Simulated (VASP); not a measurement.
Set up this calculation in VASP 6.6.1, as the native input.

```yaml
Task: single point
Functional: PBE
Potentials_or_basis: VASP PAW PBE potentials, release 64 (P, Ga_d, Sb)
Cutoff: 520 eV
k_mesh: 6 × 4 × 4
Occupations: fermi-dirac, width 0.02 eV
Spin: no spin polarisation
Dipole_correction: no
Further_INCAR_settings: ALGO = Normal; EDIFF = 1e-07; NBANDS = 46
```

The structure of Ga4SbP3 lies in POSCAR:

```
Ga4SbP3
1.0
    3.9730057215      0.0000000000      0.0000000000
    0.0000000000      7.9537704341      0.0000000000
    0.0000000000      0.0000000000      5.6101828068
P Ga Sb
3 4 1
Direct
    0.0000000000      0.2384838193      0.0004492322
    0.5000000000      0.0000000000      0.5010812446
    0.0000000000      0.7615161807      0.0004492322
    0.5000000000      0.2304636185      0.7629870712
    0.0000000000      0.0000000000      0.2622631924
    0.5000000000      0.7695363815      0.7629870712
    0.0000000000      0.5000000000      0.2097062908
    0.5000000000      0.5000000000      0.5000766653
```

One way to write it, as run:

INCAR

```
SYSTEM = Ga4SbP3
  ALGO = Normal
  EDIFF = 1E-7
  ENCUT = 520
  GGA = PE
  ISIF = 2
  ISMEAR = -1
  LASPH = .TRUE.
  LCHARG = .FALSE.
  LREAL = .FALSE.
  LWAVE = .FALSE.
  NBANDS = 46
  NELM = 60
  PREC = Accurate
  SIGMA = 0.02
```

KPOINTS

```
k-points
0
G
  6 4 4
  0 0 0
```

Potentials or basis: VASP PAW PBE potentials, release 64 (P, Ga_d, Sb).

Command:

```console
$ cat potpaw_PBE.64/P/POTCAR potpaw_PBE.64/Ga_d/POTCAR potpaw_PBE.64/Sb/POTCAR > POTCAR
$ mpirun -np 1 vasp_std > vasp.out
```

Results of the run:

```yaml
Pressure: 2.3 GPa
Largest_force: 0.091 eV/Å
Band_gap_on_the_k_mesh: 0.51 eV (least direct gap 0.53 eV)
```

Caveat: spin-orbit coupling is left out, which moves the levels of the heavy elements.

It took 8.6 min on 1 thread of Intel Xeon 8259CL, with other jobs on the host, peak memory 0.42 GiB.
